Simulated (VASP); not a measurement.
# Cd2O (Fm-3m) in VASP: settings compared

Cd2O is run at these levels: PBE, revPBE; tasks: single point.

Program: VASP 6.6.1. These are calculated values, not measurements. Logs are shortened: lines on timing, memory, paths and dates and some standing lists are left out, and cuts for length are marked.

**1. The cell of the first run**

Symmetry: Fm-3m, No. 225, cubic system. Conventional cell: a = 5.516 Å, b = 5.516 Å, c = 5.516 Å, α = 90.00°, β = 90.00°, γ = 90.00°. Cd (site symmetry -43m) has 4 O at 2.39 Å and 6 Cd at 2.76 Å within 3.2 Å. O (site symmetry m-3m) has 8 Cd at 2.39 Å within 3.2 Å.

**2. Single point, PBE**

The input, INCAR:

```
SYSTEM = Cd2O
ALGO     = Normal         ! electronic algorithm
EDIFF    = 1E-7           ! SCF threshold, eV
ENCUT    = 520            ! plane-wave cutoff, eV
GGA      = PE             ! functional
ISIF     = 2              ! what is computed and relaxed
ISMEAR   = 1              ! smearing method
LASPH    = .True.         ! aspherical terms in the spheres
LCHARG   = .True.         ! write CHGCAR
LELF     = .True.         ! ELF
LREAL    = .False.        ! projectors in reciprocal space
LVHAR    = .True.       
LWAVE    = .False.        ! write WAVECAR
NBANDS   = 22             ! bands
NELM     = 60             ! most SCF steps
PREC     = Accurate       ! precision mode
SIGMA    = 0.0164         ! smearing width, eV
```

The input, KPOINTS:

```
k-points
0
Gamma
  6 6 6
  0 0 0
```

The input, POSCAR:

```
Cd2O
1.0
    0.0000000000      2.7580520000      2.7580520000
    2.7580520000      0.0000000000      2.7580520000
    2.7580520000      2.7580520000      0.0000000000
Cd O
2 1
Direct
    0.2500000000      0.2500000000      0.2500000000
    0.7500000000      0.7500000000      0.7500000000
    0.5000000000      0.5000000000      0.5000000000
```

Potentials or basis: VASP PAW PBE potentials, release 64 (Cd, O).

The run is started by

```
$ cat potpaw_PBE.64/Cd/POTCAR potpaw_PBE.64/O/POTCAR > POTCAR
$ mpirun -np 1 vasp_std > vasp.out
```

OUTCAR:

```text
SYSTEM = Cd2O
   EDIFF = 1E-7
   ENCUT = 520
   GGA = PE
   ISIF = 2
   ISMEAR = 1
   LASPH = .True.
   LREAL = .False.
   NELM = 60
   PREC = Accurate

 ion  position               nearest neighbor table
   1  0.250  0.250  0.250-   3 2.39   3 2.39   3 2.39   3 2.39   2 2.76   2 2.76   2 2.76   2 2.76
                             2 2.76   2 2.76
   2  0.750  0.750  0.750-   3 2.39   3 2.39   3 2.39   3 2.39   1 2.76   1 2.76   1 2.76   1 2.76
                             1 2.76   1 2.76
   3  0.500  0.500  0.500-   1 2.39   2 2.39   1 2.39   1 2.39   1 2.39   2 2.39   2 2.39   2 2.39

  LATTYP: Found a face centered cubic cell.
 ALAT       =     5.5161040000

  Lattice vectors:

 A1 = (   0.0000000000,   2.7580520000,   2.7580520000)
 A2 = (   2.7580520000,   0.0000000000,   2.7580520000)
 A3 = (   2.7580520000,   2.7580520000,   0.0000000000)

Analysis of symmetry for initial positions (statically):
=====================================================================
 Subroutine PRICEL returns:
 Original cell was already a primitive cell.

 Routine SETGRP: Setting up the symmetry group for a
 face centered cubic supercell.

 Subroutine GETGRP returns: Found 48 space group operations
 (whereof 48 operations were pure point group operations)
 out of a pool of 48 trial point group operations.

The static configuration has the point symmetry O_h .

Analysis of symmetry for dynamics (positions and initial velocities):
=====================================================================
 Subroutine PRICEL returns:
 Original cell was already a primitive cell.

 Routine SETGRP: Setting up the symmetry group for a
 face centered cubic supercell.

 Subroutine GETGRP returns: Found 48 space group operations
 (whereof 48 operations were pure point group operations)
 out of a pool of 48 trial point group operations.

The dynamic configuration has the point symmetry O_h .

 Subroutine INISYM returns: Found 48 space group operations
 (whereof 48 operations are pure point group operations),
 and found     1 'primitive' translations

----------------------------------------------------------------------------------------

                                     Primitive cell

  volume of cell :      41.9602

  direct lattice vectors                    reciprocal lattice vectors
[... 75 lines left out ...]
   LNONCOLLINEAR =      F non collinear calculations
   LSORBIT =      F    spin-orbit coupling
   LASPH  =      T    aspherical Exc in radial PAW
   ENCUT  =  520.0 eV  38.22 Ry    6.18 a.u.   7.25  7.25  7.25*2*pi/ulx,y,z
   NELM   =     60;   NELMIN=  2; NELMDL= -5     # of ELM steps
   EDIFF  = 0.1E-06   stopping-criterion for ELM
   LREAL  =      F    real-space projection
   EDIFFG = 0.1E-05   stopping-criterion for IOM
   NSW    =      0    number of steps for IOM
   IBRION =     -1    ionic relax: 0-MD 1-quasi-New 2-CG
   NFREE  =      0    steps in history (QN), initial steepest desc. (CG)
   ISIF   =      2    stress and relaxation
   ISYM   =      2    0-nonsym 1-usesym 2-fastsym
   POTIM  = 0.5000    time-step for ionic-motion
   TEBEG  =    0.0;   TEEND  =   0.0 temperature during run
   PSTRESS=    0.0 pullay stress
   NELECT =      30.0000    total number of electrons
   NUPDOWN=      -1.0000    fix difference up-down
   EMIN   =  10.00;   EMAX   =-10.00  energy-range for DOS
   EFERMI =   0.00;   METHOD = LEGACY
   ISMEAR =     1;   SIGMA  =   0.02  broadening in eV -4-tet -1-fermi 0-gaus
   EFERMI_NEDOS =   21; number of points for ismear=-14 and -15
   IALGO  =     38    algorithm
   IMIX   =      4    mixing-type and parameters
     AMIX     =   0.40;   BMIX     =  1.00
     AMIX_MAG =   1.60;   BMIX_MAG =  1.00
  volume/ion in A,a.u.               =      13.99        94.39
  Fermi-wavevector in a.u.,A,eV,Ry     =   1.463871  2.766315 29.156173  2.142918
  Thomas-Fermi vector in A             =   2.579914
   LORBIT       =      0    0 simple, 1 ext, 2 COOP (PROOUT), +10 PAW based schemes
   GGA     = PE    functional components
   LHFCALC =     F    Hartree Fock is set to
   AEXX    =    0.0000 exact exchange contribution
   IVDW    =     0    specifies the selected vdW correction
   LEPSILON=     F    determine dielectric tensor
   LRPA    =     F    only Hartree local field effects (RPA)
 non-spin polarized calculation
 Methfessel and Paxton  Order N= 1 SIGMA  =   0.02
  energy-cutoff  :      520.00
  volume of cell :       41.96
 maximum number of plane-waves:      1158
 NGX is ok and might be reduce to    30
   NGX = 15   NGY = 15   NGZ = 15

 number of electron      30.0000010 magnetization

 Free energy of the ion-electron system (eV)
  ---------------------------------------------------
  ext. energy  EPLUGINS =         0.00000000
  ---------------------------------------------------
  free energy    TOTEN  =        -6.29450665 eV

  energy without entropy =       -6.29455948  energy(sigma->0) =       -6.29452426

 E-fermi :   5.1624     XC(G=0): -12.1247

 val. band max:        5.1485934803   @ k =  -0.3333   0.5000   0.1667
 cond. band min:       5.5727090254   @ k =   0.5000   0.0000   0.0000
 fundamental gap:      0.4241155451
 Fermi energy:         5.1624003487

 k-point     1 :       0.0000    0.0000    0.0000
  band No.  band energies     occupation
      1     -15.0024      2.00000
      2      -6.0283      2.00000
      3      -6.0283      2.00000
      4      -6.0283      2.00000
      5      -6.0166      2.00000
      6      -6.0166      2.00000
[... 389 lines left out ...]
     21      16.6745      0.00000
     22      18.6225      0.00000

------------------------ aborting loop because EDIFF is reached ----------------------------------------

  FORCE on cell =-STRESS in cart. coord.  units (eV):
  Direction    XX          YY          ZZ          XY          YZ          ZX
  --------------------------------------------------------------------------------------
  -------------------------------------------------------------------------------------
  Total        8.6670024      8.6670024      8.6670024      0.0000000      0.0000000      0.0000000
  in kB      330.9345815    330.9345815    330.9345815      0.0000000      0.0000000      0.0000000
  external PRESSURE =     330.9345815 kB  Pullay stress =       0.0000000 kB

 VOLUME and BASIS-vectors are now :
 -----------------------------------------------------------------------------
  energy-cutoff  :      520.00
  volume of cell :       41.96
      direct lattice vectors                 reciprocal lattice vectors
     0.000000000  2.758052000  2.758052000    -0.181287372  0.181287372  0.181287372
     2.758052000  0.000000000  2.758052000     0.181287372 -0.181287372  0.181287372
     2.758052000  2.758052000  0.000000000     0.181287372  0.181287372 -0.181287372

 POSITION                                       TOTAL-FORCE (eV/Angst)
 -----------------------------------------------------------------------------------
      1.37903      1.37903      1.37903        -0.000000     -0.000000     -0.000000
      4.13708      4.13708      4.13708         0.000000      0.000000      0.000000
      2.75805      2.75805      2.75805        -0.000000     -0.000000     -0.000000
 -----------------------------------------------------------------------------------
    total drift:                                0.000000      0.000000      0.000000

  FREE ENERGIE OF THE ION-ELECTRON SYSTEM (eV)
  ---------------------------------------------------
  free  energy   TOTEN  =        -6.2945066542 eV

  energy  without entropy=       -6.2945594796  energy(sigma->0) =       -6.29452426
```

It took 26 s on 1 thread of AMD EPYC 7R43 (Zen 3), shared host; peak memory 0.13 GiB.

Results:

| Item | Value |
| --- | --- |
| Free energy | -6.2945 eV |
| Pressure | 33.1 GPa |
| Band gap on the k mesh | 0.42 eV (least direct gap 1.12 eV) |

Caveat: the cell stands under pressure. A k mesh can miss the band edges.

**3. Single point, revPBE**

The input, INCAR:

```
ALGO = Normal ; EDIFF = 1E-6
ENCUT = 520 ; GGA = RE
ISIF = 2 ; ISMEAR = 1
LASPH = True ; LCHARG = True
LELF = True ; LREAL = False
LVHAR = True ; LWAVE = False
NBANDS = 22 ; NELM = 80
PREC = Accurate ; SIGMA = 0.0164
```

The input, KPOINTS:

```
k-points
0
Gamma
  6 6 6
```

POSCAR is that of step 2.

Potentials or basis: VASP PAW PBE potentials, release 64 (Cd, O).

The run is started by

```
$ cat potpaw_PBE.64/Cd/POTCAR potpaw_PBE.64/O/POTCAR > POTCAR
$ mpirun -np 1 vasp_std > vasp.out
```

OUTCAR:

```text
EDIFF = 1E-6
   ENCUT = 520
   GGA = RE
   ISIF = 2
   ISMEAR = 1
   LASPH = True
   LREAL = False
   NELM = 80
   PREC = Accurate

 ion  position               nearest neighbor table
   1  0.250  0.250  0.250-   3 2.39   3 2.39   3 2.39   3 2.39   2 2.76   2 2.76   2 2.76   2 2.76
                             2 2.76   2 2.76
   2  0.750  0.750  0.750-   3 2.39   3 2.39   3 2.39   3 2.39   1 2.76   1 2.76   1 2.76   1 2.76
[... 588 lines left out ...]

  FORCE on cell =-STRESS in cart. coord.  units (eV):
  Direction    XX          YY          ZZ          XY          YZ          ZX
  --------------------------------------------------------------------------------------
  -------------------------------------------------------------------------------------
  Total        9.4684121      9.4684121      9.4684121      0.0000000      0.0000000      0.0000000
  in kB      361.5350345    361.5350345    361.5350345      0.0000000      0.0000000      0.0000000
  external PRESSURE =     361.5350345 kB  Pullay stress =       0.0000000 kB

 VOLUME and BASIS-vectors are now :
 -----------------------------------------------------------------------------
  energy-cutoff  :      520.00
  volume of cell :       41.96
      direct lattice vectors                 reciprocal lattice vectors
     0.000000000  2.758052000  2.758052000    -0.181287372  0.181287372  0.181287372
     2.758052000  0.000000000  2.758052000     0.181287372 -0.181287372  0.181287372
     2.758052000  2.758052000  0.000000000     0.181287372  0.181287372 -0.181287372

 POSITION                                       TOTAL-FORCE (eV/Angst)
 -----------------------------------------------------------------------------------
      1.37903      1.37903      1.37903         0.000000     -0.000000     -0.000000
      4.13708      4.13708      4.13708         0.000000      0.000000      0.000000
      2.75805      2.75805      2.75805        -0.000000     -0.000000     -0.000000
 -----------------------------------------------------------------------------------
    total drift:                                0.000000      0.000000      0.000000

  FREE ENERGIE OF THE ION-ELECTRON SYSTEM (eV)
  ---------------------------------------------------
  free  energy   TOTEN  =        -5.1023777289 eV

  energy  without entropy=       -5.1024305542  energy(sigma->0) =       -5.10239534
```

OSZICAR:

```text
N       E                     dE             d eps       ncg     rms          rms(c)
DAV:   1     0.252771143627E+03    0.25277E+03   -0.16725E+04   704   0.143E+03
DAV:   2     0.297136793663E+01   -0.24980E+03   -0.23530E+03   764   0.383E+02
DAV:   3    -0.729602059334E+01   -0.10267E+02   -0.10202E+02   788   0.841E+01
DAV:   4    -0.734061708880E+01   -0.44596E-01   -0.44592E-01   800   0.531E+00
DAV:   5    -0.734074877365E+01   -0.13168E-03   -0.13168E-03   800   0.260E-01    0.118E+01
DAV:   6    -0.534892468419E+01    0.19918E+01   -0.10487E+01   908   0.399E+01    0.108E+01
DAV:   7    -0.513193173181E+01    0.21699E+00   -0.19427E+00   758   0.112E+01    0.560E+00
DAV:   8    -0.511200395405E+01    0.19928E-01   -0.30966E-01   734   0.375E+00    0.102E+00
DAV:   9    -0.510261928538E+01    0.93847E-02   -0.29457E-02   796   0.116E+00    0.255E-01
DAV:  10    -0.510240636907E+01    0.21292E-03   -0.43432E-03   728   0.559E-01    0.102E-01
DAV:  11    -0.510238989715E+01    0.16472E-04   -0.53897E-04   818   0.178E-01    0.613E-02
DAV:  12    -0.510237781248E+01    0.12085E-04   -0.82001E-05   890   0.997E-02    0.484E-03
DAV:  13    -0.510237772886E+01    0.83615E-07   -0.32398E-06   726   0.134E-02
   1 F= -.51023777E+01 E0= -.51023953E+01  d E =0.528254E-04
```

stdout:

```text
POSCAR found type information on POSCAR CdO
 POSCAR found :  2 types and       3 ions
 scaLAPACK will be used
 -----------------------------------------------------------------------------
|                                                                             |
|                                                                             |
|     You enforced a specific xc type in the INCAR file but a different       |
|     I HOPE YOU KNOW WHAT YOU ARE DOING!                                     |
|                                                                             |
 -----------------------------------------------------------------------------

 LDA part: xc-table for (Slater+PW92), standard interpolation
 POSCAR, INCAR and KPOINTS ok, starting setup
 FFT: planning ... GRIDC
 FFT: planning ... GRID_SOFT
 FFT: planning ... GRID
 WAVECAR not read
 entering main loop
```

It took 25 s on 1 thread of AMD EPYC 7R43 (Zen 3), shared host; peak memory 0.14 GiB.

Results:

```yaml
Free_energy: -5.1024 eV
Pressure: 36.2 GPa
Band_gap_on_the_k_mesh: 0.43 eV (least direct gap 1.10 eV)
```

Levels at points of the mesh, in eV from the valence-band top:
```csv
k point,band 11,band 12,band 13,band 14,band 15,band 16,band 17,band 18,band 19,band 20
"(0.00, 0.00, 0.00)",-8.39,-6.81,-3.78,-3.78,-3.78,4.14,4.14,4.14,9.75,10.15
"(0.50, 0.00, 0.00)",-9.32,-8.24,-4.20,-4.20,-3.01,0.43,5.39,5.39,7.53,9.41
"(0.50, 0.50, 0.00)",-8.43,-6.28,-5.71,-5.71,-1.34,1.48,2.19,4.46,4.46,10.07
```

Caveat: the cell stands under pressure; the PAW data sets were made with another functional, which shifts forces and pressure a little. A k mesh can miss the band edges.

(Continued in part 2 of 2.)
